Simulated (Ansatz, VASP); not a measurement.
Fe: VASP beside Ansatz

```
CELL_PARAMETERS angstrom
-1.43142 1.43142 1.43142
1.43142 -1.43142 1.43142
1.43142 1.43142 -1.43142
ATOMIC_POSITIONS crystal
Fe 0.00000 0.00000 0.00000
```

Alike in both runs: task single point; functional r2SCAN; k mesh 15 × 15 × 15; occupations fermi-dirac, width 0.1 eV; collinear spin.

|  | VASP | Ansatz |
| --- | --- | --- |
| version | VASP 6.6.1 | Ansatz 0.2.0 |
| potentials or method | VASP PAW PBE potentials, release 64 (Fe), cutoff 520 eV | PAW, plane waves, scalar-relativistic |
| valence electrons in the cell | 8 | 16 |

Ansatz gave:

```
pressure (GPa)                                                : 1.2
net moment per atom (μB)                                      : 2.66
size of the moment on the site where the two differ most (μB) : 2.81
```

**Question.** What did VASP give for the same quantities?

**Answer.** Pressure (GPa): 0.4; net moment per atom (μB): 2.66; size of the moment on the site where the two differ most (μB): 2.73.

VASP's potentials were made for PBE, not for r2SCAN. Site moments also hang on the region over which each program counts them. VASP's potentials hold 8 valence electrons a cell and Ansatz's 16, so a difference there can come from the potentials and not from the codes. Ansatz's warnings: stability check not made.
